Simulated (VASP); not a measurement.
Write the native input for VASP 6.6.1 that does the following.

| Property | Result |
| --- | --- |
| Task | single point |
| Functional | PBE |
| Dispersion | D3(BJ) |
| Potentials or basis | VASP PAW PBE potentials, release 64 (S, Zr_sv, H) |
| Cutoff | 400 eV |
| k mesh | 6 × 6 × 1 |
| Occupations | gaussian, width 0.05 eV |
| Spin | no spin polarisation |
| Dipole correction | yes |
| Further INCAR settings | ALGO = Normal; EDIFF = 1e-06; NBANDS = 62; NELMDL = -8 |

The structure of Zr2HS4 lies in POSCAR:

```
Zr2HS4
1.0
    7.2976778227      0.0000000000      0.0000000000
   -3.6488389114      6.3199743831      0.0000000000
    0.0000000000      0.0000000000     20.9171506047
S Zr H
8 4 2
Direct
    0.3333333333      0.1666666667      0.1912306354
    0.3333333333      0.6666666667      0.1912306354
    0.8333333333      0.1666666667      0.1912306354
    0.8333333333      0.6666666667      0.1912306354
    0.1666666667      0.3333333333      0.3306927762
    0.1666666667      0.8333333333      0.3306927762
    0.6666666667      0.3333333333      0.3306927762
    0.6666666667      0.8333333333      0.3306927762
    0.0000000000      0.0000000000      0.2609617058
    0.0000000000      0.5000000000      0.2609617058
    0.5000000000      0.0000000000      0.2609617058
    0.5000000000      0.5000000000      0.2609617058
    0.2741954354      0.7258045646      0.3675046736
    0.3924712313      0.6075287687      0.3675046736
```

These files were run (other wordings do the same):

INCAR

```
ALGO     = Normal         # electronic algorithm
DIPOL    = 0.5 0.5 0.276
EDIFF    = 1E-6           # SCF threshold, eV
ENCUT    = 400            # plane-wave cutoff, eV
GGA      = PE             # functional
GGA_COMPAT= F            
IDIPOL   = 3            
ISIF     = 2              # what is computed and relaxed
ISMEAR   = 0              # smearing method
IVDW     = 12             # dispersion correction
LASPH    = T              # aspherical terms in the spheres
LCHARG   = T              # write CHGCAR
LDIPOL   = T            
LELF     = T              # ELF
LREAL    = F              # projectors in reciprocal space
LVACPOTAV= T            
LVHAR    = T            
LWAVE    = F              # write WAVECAR
NBANDS   = 62             # bands
NELM     = 120            # most SCF steps
NELMDL   = -8           
PREC     = Accurate       # precision mode
SIGMA    = 0.05           # smearing width, eV
```

KPOINTS

```
k-points
0
Gamma
  6 6 1
```

Potentials or basis: VASP PAW PBE potentials, release 64 (S, Zr_sv, H).

The run is started by

```console
$ cat potpaw_PBE.64/S/POTCAR potpaw_PBE.64/Zr_sv/POTCAR potpaw_PBE.64/H/POTCAR > POTCAR
$ mpirun -np 1 vasp_std > vasp.out
```

Results of the run:

```json
{
 "Largest force": "1.912 eV/Å",
 "Band gap on the k mesh": "zero (bands 49 and 50 overlap by 0.02 eV)",
 "Dispersion energy per atom": "-0.225 eV"
}
```

It took 47 min on 1 thread of Intel Xeon 8259CL, with other jobs on the host, peak memory 0.92 GiB.
